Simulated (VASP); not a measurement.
Wanted: the native input for a VASP 6.6.1 run.

- Task: single point
- Functional: BLYP
- Potentials or basis: VASP PAW PBE potentials, release 64 (Os)
- Cutoff: 520 eV
- k mesh: 11 × 11 × 6
- Occupations: fermi-dirac, width 0.05 eV
- Spin: no spin polarisation
- Dipole correction: no
- Further INCAR settings: ALGO = Normal; EDIFF = 1e-06; NBANDS = 15

The structure of Os lies in POSCAR:

```
Os
1.0
    2.7957880305      0.0000000000      0.0000000000
   -1.3978940152      2.4212234580      0.0000000000
    0.0000000000      0.0000000000      4.4048845903
Os
2
Direct
    0.6666666667      0.3333333333      0.7500000000
    0.3333333333      0.6666666667      0.2500000000
```

One way to write it, as run:

INCAR

```
SYSTEM = Os
PREC = Accurate
ENCUT = 520
EDIFF = 1E-6
ISMEAR = -1
SIGMA = 0.05
LREAL = .FALSE.
LASPH = .TRUE.
NELM = 80
ALGO = Normal
ISIF = 2
LWAVE = .FALSE.
LCHARG = .TRUE.
GGA = B5
ALDAX = 1.0
AGGAX = 1.0
AGGAC = 1.0
ALDAC = 0.0
LELF = .TRUE.
LVHAR = .TRUE.
NBANDS = 15
```

KPOINTS

```
regular mesh
0
G
  11 11 6
  0 0 0
```

Potentials or basis: VASP PAW PBE potentials, release 64 (Os).

The run is started by

```bash
$ cat potpaw_PBE.64/Os/POTCAR > POTCAR
$ mpirun -np 1 vasp_std > vasp.out
```

It gave:

| Item | Value |
| --- | --- |
| Pressure | 2.6 GPa |
| Band gap on the k mesh | zero (bands 8 and 9 overlap by 3.53 eV) |

Caveat: the PAW data sets were made with another functional, which shifts forces and pressure a little; spin-orbit coupling is left out, which moves the levels of the heavy elements.

It took 56 s on 1 thread of Intel Xeon 8259CL, with other jobs on the host, peak memory 0.17 GiB.
